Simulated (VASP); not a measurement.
**ZnO: single point with LDA**

System: ZnO, a slab with vacuum.

```
CELL_PARAMETERS angstrom
3.18655 0.00000 0.00000
0.00000 5.15301 0.00000
0.00000 0.00000 19.67950
ATOMIC_POSITIONS crystal
Zn 0.00000 0.08691 0.42985
Zn 0.50000 0.55903 0.44022
Zn 0.50000 0.05903 0.55978
Zn 0.00000 0.58691 0.57015
O 0.00000 0.42827 0.40500
O 0.50000 0.92580 0.45718
O 0.50000 0.42580 0.54282
O 0.00000 0.92827 0.59500
```

```yaml
Program: VASP 6.6.1
Task: single point
Functional: LDA
Potentials_or_basis: VASP PAW LDA potentials, release 64 (Zn, O)
Cutoff: 520 eV
k_mesh: 9 × 6 × 1
Occupations: fermi-dirac, width 0.02 eV
Spin: no spin polarisation
```

```
Largest force          : 0.117 eV/Å
Band gap on the k mesh : 1.30 eV
```

Forces on the atoms (eV/Å):
```
Zn   0.000 -0.046 -0.031
Zn   0.000  0.016  0.024
Zn   0.000  0.016 -0.024
Zn   0.000 -0.046  0.031
O    0.000  0.048 -0.106
O    0.000 -0.019  0.039
O    0.000 -0.019 -0.039
O    0.000  0.048  0.106
```

Levels at points of the mesh, in eV from the valence-band top:
```csv
k point,band 32,band 33,band 34,band 35,band 36,band 37,band 38,band 39,band 40,band 41
"(0.00, 0.00, 0.00)",-1.01,-0.72,-0.33,-0.33,0.00,1.30,3.00,5.05,5.87,6.12
"(0.00, 0.50, 0.00)",-1.42,-0.69,-0.69,-0.67,-0.67,3.47,3.47,4.74,4.74,5.45
```

Run time: 17 min on 1 thread of Intel Xeon 8259CL (shared host), peak memory 0.4 GiB.
